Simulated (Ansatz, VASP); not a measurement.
## Al3GaN4: VASP beside Ansatz

Contents of INCAR:

```
PREC     = Accurate       # precision mode
ENCUT    = 520            # plane-wave cutoff, eV
EDIFF    = 1E-6           # SCF threshold, eV
ISMEAR   = 0              # smearing method
SIGMA    = 0.05           # smearing width, eV
LREAL    = False          # projectors in reciprocal space
LASPH    = True           # aspherical terms in the spheres
NELM     = 100            # most SCF steps
ALGO     = Normal         # electronic algorithm
ISIF     = 2              # what is computed and relaxed
LWAVE    = False          # write WAVECAR
LCHARG   = False          # write CHGCAR
GGA      = PS             # functional
NBANDS   = 31             # bands
```

The input KPOINTS:

```
Automatic mesh
0
Gamma
  6 6 6
```

File POSCAR:

```
Al3GaN4
1.0
    4.4952608103      0.0000000000      0.0000000000
    0.0000000000      4.4952608103      0.0000000000
    0.0000000000      0.0000000000      4.4952608103
Al Ga N
3 1 4
Direct
    0.5000000000      0.5000000000      0.0000000000
    0.5000000000      0.0000000000      0.5000000000
    0.0000000000      0.5000000000      0.5000000000
    0.0000000000      0.0000000000      0.0000000000
    0.7447140287      0.7447140287      0.2552859713
    0.7447140287      0.2552859713      0.7447140287
    0.2552859713      0.7447140287      0.7447140287
    0.2552859713      0.2552859713      0.2552859713
```

Input for Ansatz:

```yaml
crystal:
  lattice:
    - [4.4952608103, 0.0, 0.0]
    - [0.0, 4.4952608103, 0.0]
    - [0.0, 0.0, 4.4952608103]
  atoms:
    - { symbol: Al, position: [0.5, 0.5, 0.0] }
    - { symbol: Al, position: [0.5, 0.0, 0.5] }
    - { symbol: Al, position: [0.0, 0.5, 0.5] }
    - { symbol: Ga, position: [0.0, 0.0, 0.0] }
    - { symbol: "N", position: [0.7447140287, 0.7447140287, 0.2552859713] }
    - { symbol: "N", position: [0.7447140287, 0.2552859713, 0.7447140287] }
    - { symbol: "N", position: [0.2552859713, 0.7447140287, 0.7447140287] }
    - { symbol: "N", position: [0.2552859713, 0.2552859713, 0.2552859713] }
basis:
  ecutwfc: 520.0
kpoints:
  mp_grid: { grid: [6, 6, 6] }
hamiltonian:
  xc: pbesol
scf:
  occupations: { method: gaussian, width: 0.05 }
output:
  forces: true
  stress: true
  eigenvalues: true
```

Change from the starting cell: equal engineering shear yz, xz and xy +0.0000, equal normal strain along x, y and z +0.0200.

Alike in both runs: task single point; functional PBEsol; k mesh 6 × 6 × 6; occupations gaussian, width 0.05 eV; no spin polarisation.

|  | VASP | Ansatz |
| --- | --- | --- |
| version | VASP 6.6.1 | Ansatz 0.2.0 |
| potentials or method | VASP PAW PBE potentials, release 64 (Al, Ga_d, N), cutoff 520 eV | scalar-relativistic, plane waves, PAW |
| valence electrons in the cell | 42 | 42 |

VASP gave:

| Quantity | Value |
| --- | --- |
| gap on the k mesh at the Fermi level (eV) | 2.96 |
| least direct gap on the mesh (eV) | 2.96 |
| pressure (GPa) | -10.5 |

Question: Estimate Ansatz's values.

Answer: gap on the k mesh at the Fermi level (eV): 2.95; least direct gap on the mesh (eV): 2.95; pressure (GPa): -10.4.

VASP's potentials were made for PBE, not for PBEsol.
